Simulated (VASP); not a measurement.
Input of a VASP 6.6.1 run:

INCAR

```
PREC     = Accurate       # precision mode
ENCUT    = 520            # plane-wave cutoff, eV
EDIFF    = 1E-7           # SCF threshold, eV
ISMEAR   = -1             # smearing method
SIGMA    = 0.08           # smearing width, eV
LREAL    = F              # projectors in reciprocal space
LASPH    = T              # aspherical terms in the spheres
NELM     = 80             # most SCF steps
ALGO     = Normal         # electronic algorithm
ISIF     = 2              # what is computed and relaxed
LWAVE    = F              # write WAVECAR
LCHARG   = T              # write CHGCAR
LELF     = T              # ELF
LVHAR    = T            
NBANDS   = 12             # bands
```

The input KPOINTS:

```
regular mesh
0
Gamma
  18 18 18
```

The input POSCAR:

```
Au
1.0
    0.0000000000      1.8790180219      1.8790180219
    1.8790180219      0.0000000000      1.8790180219
    1.8790180219      1.8790180219      0.0000000000
Au
1
Direct
    0.0000000000      0.0000000000      0.0000000000
```

Potentials or basis: VASP PAW LDA potentials, release 64 (Au).

Launch:

```sh
$ cat potpaw_LDA.64/Au/POTCAR > POTCAR
$ mpirun -np 1 vasp_std > vasp.out
```

(1) Estimate the pressure.

Answers

(1) 82.1 GPa.
